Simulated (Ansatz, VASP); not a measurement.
**One calculation of AgCl, two programs**

The input INCAR:

```
ALGO = Normal ; EDIFF = 1E-6
ENCUT = 520 ; GGA = PE
ISIF = 2 ; ISMEAR = -1
LASPH = T ; LCHARG = T
LELF = T ; LREAL = F
LVHAR = T ; LWAVE = F
NBANDS = 16 ; NELM = 100
PREC = Accurate ; SIGMA = 0.01
```

Contents of KPOINTS:

```
k-points
0
Gamma
  9 9 9
```

The input POSCAR:

```
AgCl
1.0
    3.4051147197      0.0000000000      0.0000000000
    0.0000000000      3.4051147197      0.0000000000
    0.0000000000      0.0000000000      3.4051147197
Ag Cl
1 1
Direct
    0.0000000000      0.0000000000      0.0000000000
    0.5000000000      0.5000000000      0.5000000000
```

Input for Ansatz:

```yaml
crystal:
  lattice:
    - [3.4051147197, 0.0, 0.0]
    - [0.0, 3.4051147197, 0.0]
    - [0.0, 0.0, 3.4051147197]
  atoms:
    - { symbol: Ag, position: [0.0, 0.0, 0.0] }
    - { symbol: Cl, position: [0.5, 0.5, 0.5] }
kpoints:
  mp_grid: { grid: [9, 9, 9] }
scf:
  occupations: { method: fermi_dirac, width: 0.01 }
hamiltonian:
  xc: pbe
  pseudopotentials: { kind: all_electron, lapw: { basis_error: 0.001 } }
output:
  forces: true
  stress: true
  eigenvalues: true
```

Change from the starting cell: volume scaled by 0.975.

Alike in both runs: task single point; functional PBE; k mesh 9 × 9 × 9; occupations fermi-dirac, width 0.01 eV; no spin polarisation.

|  | VASP | Ansatz |
| --- | --- | --- |
| version | VASP 6.6.1 | Ansatz 0.2.0 |
| potentials or method | VASP PAW PBE potentials, release 64 (Ag, Cl), cutoff 520 eV | all-electron LAPW, scalar-relativistic |

VASP gave:

```
gap on the k mesh at the Fermi level (eV) : 0.62
pressure (GPa)                            : 1.0
```

Problem. Estimate Ansatz's values.

Solution. gap on the k mesh at the Fermi level (eV): 0.62; pressure (GPa): 1.1.

Ansatz ran all-electron here, and VASP with PAW potentials.
